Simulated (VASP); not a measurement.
# ZrB2 (P6/mmm) in VASP: further runs

Runs on ZrB2. Level: LDA. Tasks: electric field gradients.

Program: VASP 6.6.1. These are calculated values, not measurements. Logs are shortened: lines on timing, memory, paths and dates and some standing lists are left out, and cuts for length are marked.

## 1. The cell of the first run

The structure is hexagonal, space group P6/mmm (No. 191). Conventional cell: a = 2.940 Å, b = 2.940 Å, c = 3.298 Å, α = 90.00°, β = 90.00°, γ = 120.00°. Within 3.1 Å of Zr (site symmetry 6/mmm) lie 12 B at 2.37 Å and 6 Zr at 2.94 Å. B (site symmetry -6m2) has 3 B at 1.70 Å within 2.3 Å.

## 2. Electric field gradients, LDA (volume scaled by 0.8)

Input file INCAR:

```
ALGO = Normal
EDIFF = 1E-8
ENCUT = 520
GGA = CA
ISIF = 2
ISMEAR = -1
LASPH = T
LCHARG = F
LEFG = T
LREAL = F
LWAVE = F
NBANDS = 16
NELM = 60
PREC = Accurate
SIGMA = 0.05
```

Input file KPOINTS:

```
k-points
0
Gamma
  13 13 10
```

Input file POSCAR:

```
ZrB2
1.0
    2.9404694199      0.0000000000      0.0000000000
   -1.4702347099      2.5465212167      0.0000000000
    0.0000000000      0.0000000000      3.2977449504
Zr B
1 2
Direct
    0.0000000000      0.0000000000      0.0000000000
    0.3333333333      0.6666666667      0.5000000000
    0.6666666667      0.3333333333      0.5000000000
```

Potentials or basis: VASP PAW LDA potentials, release 64 (Zr_sv, B).

On the command line:

```sh
> cat potpaw_LDA.64/Zr_sv/POTCAR potpaw_LDA.64/B/POTCAR > POTCAR
> mpirun -np 1 vasp_std > vasp.out
```

OUTCAR:

```text
EDIFF = 1E-8
   ENCUT = 520
   GGA = CA
   ISIF = 2
   ISMEAR = -1
   LASPH = T
   LREAL = F
   NELM = 60
   PREC = Accurate

 ion  position               nearest neighbor table
   1  0.000  0.000  0.000-   2 2.37   3 2.37   2 2.37   3 2.37   2 2.37   2 2.37   3 2.37   3 2.37
                             3 2.37   3 2.37   2 2.37   2 2.37
   2  0.333  0.667  0.500-   3 1.70   3 1.70   3 1.70   1 2.37   1 2.37   1 2.37   1 2.37   1 2.37
                             1 2.37
   3  0.667  0.333  0.500-   2 1.70   2 1.70   2 1.70   1 2.37   1 2.37   1 2.37   1 2.37   1 2.37
                             1 2.37

  LATTYP: Found a hexagonal cell.
 ALAT       =     2.9404694199
 C/A-ratio  =     1.1215028893

  Lattice vectors:

 A1 = (   2.9404694199,   0.0000000000,   0.0000000000)
 A2 = (  -1.4702347099,   2.5465212167,   0.0000000000)
 A3 = (   0.0000000000,   0.0000000000,   3.2977449504)

Analysis of symmetry for initial positions (statically):
=====================================================================
 Subroutine PRICEL returns:
 Original cell was already a primitive cell.

 Routine SETGRP: Setting up the symmetry group for a
 hexagonal supercell.

 Subroutine GETGRP returns: Found 24 space group operations
 (whereof 24 operations were pure point group operations)
 out of a pool of 24 trial point group operations.

The static configuration has the point symmetry D_6h.

Analysis of symmetry for dynamics (positions and initial velocities):
=====================================================================
 Subroutine PRICEL returns:
 Original cell was already a primitive cell.

 Routine SETGRP: Setting up the symmetry group for a
 hexagonal supercell.

 Subroutine GETGRP returns: Found 24 space group operations
 (whereof 24 operations were pure point group operations)
 out of a pool of 24 trial point group operations.

The dynamic configuration has the point symmetry D_6h.

 Subroutine INISYM returns: Found 24 space group operations
 (whereof 24 operations are pure point group operations),
 and found     1 'primitive' translations

----------------------------------------------------------------------------------------

                                     Primitive cell

  volume of cell :      24.6934

  direct lattice vectors                    reciprocal lattice vectors
     2.940469420  0.000000000  0.000000000     0.340081755  0.196346293  0.000000000
    -1.470234710  2.546521217  0.000000000     0.000000000  0.392692585  0.000000000
     0.000000000  0.000000000  3.297744950     0.000000000  0.000000000  0.303237520

  length of vectors
     2.940469420  2.940469420  3.297744950     0.392692585  0.392692585  0.303237520

  position of ions in fractional coordinates (direct lattice)
     0.000000000  0.000000000  0.000000000
     0.333333333  0.666666667  0.500000000
     0.666666667  0.333333333  0.500000000

  ion indices of the primitive-cell ions
   primitive index   ion index
                 1           1
                 2           2
                 3           3

----------------------------------------------------------------------------------------

 KPOINTS: k-points

Automatic generation of k-mesh.
 Grid dimensions read from file:
 generate k-points for:   13   13   10

 Generating k-lattice:

  Cartesian coordinates                     Fractional coordinates (reciprocal lattice)
     0.026160135  0.015103561  0.000000000     0.076923077  0.000000000  0.000000000
     0.000000000  0.030207122  0.000000000     0.000000000  0.076923077  0.000000000
     0.000000000  0.000000000  0.030323752     0.000000000  0.000000000  0.100000000

  Length of vectors
     0.030207122  0.030207122  0.030323752

  Shift w.r.t. Gamma in fractional coordinates (k-lattice)
     0.000000000  0.000000000  0.000000000

 Subroutine IBZKPT returns following result:
 ===========================================

 Found    126 irreducible k-points:

 Following reciprocal coordinates:
            Coordinates               Weight
  0.000000  0.000000  0.000000      1.000000
  0.076923 -0.000000  0.000000      6.000000
  0.153846 -0.000000  0.000000      6.000000
  0.230769 -0.000000  0.000000      6.000000
  0.307692 -0.000000  0.000000      6.000000
  0.384615 -0.000000  0.000000      6.000000
[... 16 lines left out ...]
  0.076923 -0.000000  0.100000     12.000000
  0.153846 -0.000000  0.100000     12.000000
 [... further k-points ...]
   k-points           NKPTS =    126   k-points in BZ     NKDIM =    126   number of bands    NBANDS=     16
   number of dos      NEDOS =    301   number of ions     NIONS =      3
   total plane-waves  NPLWV =  16128
   dimension x,y,z NGX =    24 NGY =   24 NGZ =   28
   dimension x,y,z NGXF=    48 NGYF=   48 NGZF=   56
   ions per type =               1   2
   NGX,Y,Z   is equivalent  to a cutoff of  13.57, 13.57, 14.12 a.u.
   NGXF,Y,Z  is equivalent  to a cutoff of  27.14, 27.14, 28.23 a.u.
 SYSTEM =  unknown system
   PREC   = accura    normal or accurate (medium, high low for compatibility)
   ISTART =      0    job   : 0-new  1-cont  2-samecut
   ICHARG =      2    charge: 1-file 2-atom 10-const
   ISPIN  =      1    spin polarized calculation?
   LNONCOLLINEAR =      F non collinear calculations
   LSORBIT =      F    spin-orbit coupling
   LASPH  =      T    aspherical Exc in radial PAW
   ENCUT  =  520.0 eV  38.22 Ry    6.18 a.u.   5.47  5.47  6.13*2*pi/ulx,y,z
   NELM   =     60;   NELMIN=  2; NELMDL= -5     # of ELM steps
   EDIFF  = 0.1E-07   stopping-criterion for ELM
   LREAL  =      F    real-space projection
   EDIFFG = 0.1E-06   stopping-criterion for IOM
   NSW    =      0    number of steps for IOM
   IBRION =     -1    ionic relax: 0-MD 1-quasi-New 2-CG
   NFREE  =      0    steps in history (QN), initial steepest desc. (CG)
   ISIF   =      2    stress and relaxation
   ISYM   =      2    0-nonsym 1-usesym 2-fastsym
   POTIM  = 0.5000    time-step for ionic-motion
   TEBEG  =    0.0;   TEEND  =   0.0 temperature during run
   PSTRESS=    0.0 pullay stress
   NELECT =      18.0000    total number of electrons
   NUPDOWN=      -1.0000    fix difference up-down
   EMIN   =  10.00;   EMAX   =-10.00  energy-range for DOS
   EFERMI =   0.00;   METHOD = LEGACY
   ISMEAR =    -1;   SIGMA  =   0.05  broadening in eV -4-tet -1-fermi 0-gaus
   EFERMI_NEDOS =   21; number of points for ismear=-14 and -15
   IALGO  =     38    algorithm
   IMIX   =      4    mixing-type and parameters
     AMIX     =   0.40;   BMIX     =  1.00
     AMIX_MAG =   1.60;   BMIX_MAG =  1.00
  volume/ion in A,a.u.               =       8.23        55.55
  Fermi-wavevector in a.u.,A,eV,Ry     =   1.473348  2.784224 29.534904  2.170754
  Thomas-Fermi vector in A             =   2.588252
   LORBIT       =      0    0 simple, 1 ext, 2 COOP (PROOUT), +10 PAW based schemes
   GGA     = CA    functional components
   LHFCALC =     F    Hartree Fock is set to
   AEXX    =    0.0000 exact exchange contribution
   IVDW    =     0    specifies the selected vdW correction
   LEPSILON=     F    determine dielectric tensor
   LRPA    =     F    only Hartree local field effects (RPA)
 non-spin polarized calculation
  energy-cutoff  :      520.00
  volume of cell :       24.69
 maximum number of plane-waves:       691
 NGX is ok and might be reduce to    24
   NGX = 11   NGY = 11   NGZ = 13

 number of electron      18.0000000 magnetization

 Free energy of the ion-electron system (eV)
  ---------------------------------------------------
  ext. energy  EPLUGINS =         0.00000000
  ---------------------------------------------------
  free energy    TOTEN  =       -26.54596706 eV

  energy without entropy =      -26.54368143  energy(sigma->0) =      -26.54482424

 E-fermi :  13.1801     XC(G=0): -13.6354

 val. band max:       13.1715899584   @ k =   0.0769   0.0769   0.3000
 cond. band min:      13.1933675183   @ k =   0.2308   0.2308   0.0000
 fundamental gap:      0.0217775599
 Fermi energy:        13.1801428905

 k-point     1 :       0.0000    0.0000    0.0000
  band No.  band energies     occupation
      1     -34.6412      2.00000
      2     -13.1280      2.00000
      3     -12.0791      2.00000
      4     -12.0791      2.00000
      5      -0.3723      2.00000
      6       9.9617      2.00000
[... 8 lines left out ...]
     15      19.2672      0.00000
     16      19.6057      0.00000
[... 419 lines left out ...]
 k-point    24 :       0.1538   -0.0000    0.1000
  band No.  band energies     occupation
      1     -34.5734      2.00000
      2     -13.1263      2.00000
      3     -12.5324      2.00000
      4     -12.1709      2.00000
      5       0.3961      2.00000
      6       8.8619      2.00000
[... 8 lines left out ...]
     15      21.7413      0.00000
     16      22.0750      0.00000

 [... further k-points ...]
[... 5 lines left out ...]
  --------------------------------------------------------------------------------------
  -------------------------------------------------------------------------------------
  Total       10.9058900     10.9058900     10.1127046      0.0000000      0.0000000      0.0000000
  in kB      707.6046272    707.6046272    656.1405442      0.0000000      0.0000000      0.0000000
  external PRESSURE =     690.4499328 kB  Pullay stress =       0.0000000 kB

 VOLUME and BASIS-vectors are now :
 -----------------------------------------------------------------------------
  energy-cutoff  :      520.00
  volume of cell :       24.69
      direct lattice vectors                 reciprocal lattice vectors
     2.940469420  0.000000000  0.000000000     0.340081755  0.196346293  0.000000000
    -1.470234710  2.546521217  0.000000000     0.000000000  0.392692585  0.000000000
     0.000000000  0.000000000  3.297744950     0.000000000  0.000000000  0.303237520

 POSITION                                       TOTAL-FORCE (eV/Angst)
 -----------------------------------------------------------------------------------
      0.00000      0.00000      0.00000        -0.000000      0.000000      0.000000
     -0.00000      1.69768      1.64887         0.000000      0.000000      0.000000
      1.47023      0.84884      1.64887         0.000000     -0.000000     -0.000000
 -----------------------------------------------------------------------------------
    total drift:                               -0.000000      0.000000      0.000000

  FREE ENERGIE OF THE ION-ELECTRON SYSTEM (eV)
  ---------------------------------------------------
  free  energy   TOTEN  =       -26.5459670582 eV

  energy  without entropy=      -26.5436814310  energy(sigma->0) =      -26.54482424

 Electric field gradients (V/A^2)
---------------------------------------------------------------------
 ion       V_xx      V_yy      V_zz      V_xy      V_xz      V_yz
---------------------------------------------------------------------
   1     -22.828   -22.828    45.656     0.000    -0.000     0.000
   2      -1.050    -1.050     2.100    -0.000     0.000    -0.000
   3      -1.050    -1.050     2.100    -0.000     0.000     0.000
---------------------------------------------------------------------

 Electric field gradients after diagonalization (V/A^2)
 (convention: |V_zz| > |V_xx| > |V_yy|)
----------------------------------------------------------------------
 ion       V_xx      V_yy      V_zz     asymmetry (V_yy - V_xx)/ V_zz
----------------------------------------------------------------------
   1     -22.828   -22.828    45.656       0.000
   2      -1.050    -1.050     2.100       0.000
   3      -1.050    -1.050     2.100       0.000
----------------------------------------------------------------------

           NMR quadrupolar parameters

 Cq : quadrupolar parameter    Cq=e*Q*V_zz/h
 eta: asymmetry parameters     (V_yy - V_xx)/ V_zz
 Q  : nuclear electric quadrupole moment in mb (millibarn)
----------------------------------------------------------------------
 ion       Cq(MHz)       eta       Q (mb)
----------------------------------------------------------------------
   1       0.110       0.000       1.000
   2       0.005       0.000       1.000
   3       0.005       0.000       1.000
----------------------------------------------------------------------
```

Run time: 26 s. Hardware: 1 thread of Intel Xeon Platinum 8488C (Sapphire Rapids), shared host; peak memory 0.17 GiB.

Results:

```yaml
Free_energy: -26.5460 eV
Pressure: 69.0 GPa
Band_gap_on_the_k_mesh: zero (band 9 reaches 13.77 eV, above the bottom of band 10 at 12.70 eV)
```

Stress tensor (GPa, compression positive):
```
70.76  0.00  0.00
 0.00 70.76  0.00
 0.00  0.00 65.61
```

Levels at points of the mesh, in eV from the Fermi level:
| k point | band 6 | band 7 | band 8 | band 9 | band 10 | band 11 | band 12 | band 13 |
| --- | --- | --- | --- | --- | --- | --- | --- | --- |
| (0.00, 0.00, 0.00) | -3.22 | -3.12 | -3.12 | -2.16 | 4.39 | 4.39 | 5.20 | 5.20 |
| (0.00, 0.00, 0.50) | -7.48 | -1.09 | -1.09 | 0.39 | 0.39 | 0.85 | 0.85 | 2.14 |

Electric field gradients, principal values (V/Å²):
```
atom    least   middle  greatest (by size)
1 Zr  -22.828  -22.828              45.656
 2 B   -1.050   -1.050               2.100
 3 B   -1.050   -1.050               2.100
```

Caveat: the cell differs from its parent crystal (volume scaled by 0.8); without QUAD_EFG the Cq values of the log hold for a quadrupole moment of 1 mb, not for the nuclei.

## 3. Electric field gradients, LDA

This run uses another cell than the first one, of 10.29 Å³/atom, 1.250 times its volume.

Input file INCAR:

```
PREC     = Accurate       # precision mode
ENCUT    = 520            # plane-wave cutoff, eV
EDIFF    = 1E-8           # SCF threshold, eV
ISMEAR   = -1             # smearing method
SIGMA    = 0.05           # smearing width, eV
LREAL    = False          # projectors in reciprocal space
LASPH    = True           # aspherical terms in the spheres
NELM     = 60             # most SCF steps
ALGO     = Normal         # electronic algorithm
ISIF     = 2              # what is computed and relaxed
LWAVE    = False          # write WAVECAR
LCHARG   = False          # write CHGCAR
GGA      = CA             # functional
LEFG     = True         
NBANDS   = 16             # bands
```

Input file KPOINTS:

```
regular mesh
0
Gamma
  13 13 10
```

Input file POSCAR:

```
ZrB2
1.0
    3.1675246616      0.0000000000      0.0000000000
   -1.5837623308      2.7431568240      0.0000000000
    0.0000000000      0.0000000000      3.5523880600
Zr B
1 2
Direct
    0.0000000000      0.0000000000      0.0000000000
    0.3333333333      0.6666666667      0.5000000000
    0.6666666667      0.3333333333      0.5000000000
```

Potentials or basis: VASP PAW LDA potentials, release 64 (Zr_sv, B).

On the command line:

```sh
> cat potpaw_LDA.64/Zr_sv/POTCAR potpaw_LDA.64/B/POTCAR > POTCAR
> mpirun -np 1 vasp_std > vasp.out
```

OUTCAR:

```text
PREC = Accurate
   ENCUT = 520
   EDIFF = 1E-8
   ISMEAR = -1
   LREAL = False
   LASPH = True
   NELM = 60
   ISIF = 2
   GGA = CA

 ion  position               nearest neighbor table
   1  0.000  0.000  0.000-   2 2.55   3 2.55   2 2.55   3 2.55   2 2.55   2 2.55   3 2.55   3 2.55
                             3 2.55   3 2.55   2 2.55   2 2.55
   2  0.333  0.667  0.500-   3 1.83   3 1.83   3 1.83   1 2.55   1 2.55   1 2.55   1 2.55   1 2.55
                             1 2.55
   3  0.667  0.333  0.500-   2 1.83   2 1.83   2 1.83   1 2.55   1 2.55   1 2.55   1 2.55   1 2.55
                             1 2.55

  LATTYP: Found a hexagonal cell.
 ALAT       =     3.1675246616
 C/A-ratio  =     1.1215028893
[... 683 lines left out ...]
 ion       V_xx      V_yy      V_zz      V_xy      V_xz      V_yz
---------------------------------------------------------------------
   1     -22.782   -22.782    45.564    -0.000    -0.000    -0.000
   2      -1.093    -1.093     2.187    -0.000     0.000    -0.000
   3      -1.093    -1.093     2.187    -0.000     0.000     0.000
---------------------------------------------------------------------

 Electric field gradients after diagonalization (V/A^2)
 (convention: |V_zz| > |V_xx| > |V_yy|)
----------------------------------------------------------------------
 ion       V_xx      V_yy      V_zz     asymmetry (V_yy - V_xx)/ V_zz
----------------------------------------------------------------------
   1     -22.782   -22.782    45.564       0.000
   2      -1.094    -1.093     2.187       0.000
   3      -1.094    -1.093     2.187       0.000
----------------------------------------------------------------------

           NMR quadrupolar parameters

 Cq : quadrupolar parameter    Cq=e*Q*V_zz/h
 eta: asymmetry parameters     (V_yy - V_xx)/ V_zz
 Q  : nuclear electric quadrupole moment in mb (millibarn)
----------------------------------------------------------------------
 ion       Cq(MHz)       eta       Q (mb)
----------------------------------------------------------------------
   1       0.110       0.000       1.000
   2       0.005       0.000       1.000
   3       0.005       0.000       1.000
----------------------------------------------------------------------
```

stdout:

```text
POSCAR found type information on POSCAR ZrB
 POSCAR found :  2 types and       3 ions
 scaLAPACK will be used
 LDA part: xc-table for (Slater(with rela. corr.)+CA(PZ))
 , standard interpolation
 POSCAR, INCAR and KPOINTS ok, starting setup
 FFT: planning ... GRIDC
 FFT: planning ... GRID_SOFT
 FFT: planning ... GRID
 WAVECAR not read
 entering main loop
ion   1

ion   2

ion   3
```

Wall time 32 s (1 thread of Intel Xeon Platinum 8488C (Sapphire Rapids), shared host); peak memory 0.17 GiB.

What came out:

```
Free energy            : -27.4497 eV
Pressure               : -9.2 GPa
Band gap on the k mesh : zero (band 9 reaches 10.94 eV, above the bottom of band 10 at 10.10 eV)
```

Electric field gradients, principal values (V/Å²):
```tsv
atom	least	middle	greatest (by size)
1 Zr	-22.782	-22.782	45.564
2 B	-1.093	-1.094	2.187
3 B	-1.093	-1.094	2.187
```

Caveat: without QUAD_EFG the Cq values of the log hold for a quadrupole moment of 1 mb, not for the nuclei.

(Part 1 of 2 ends here.)
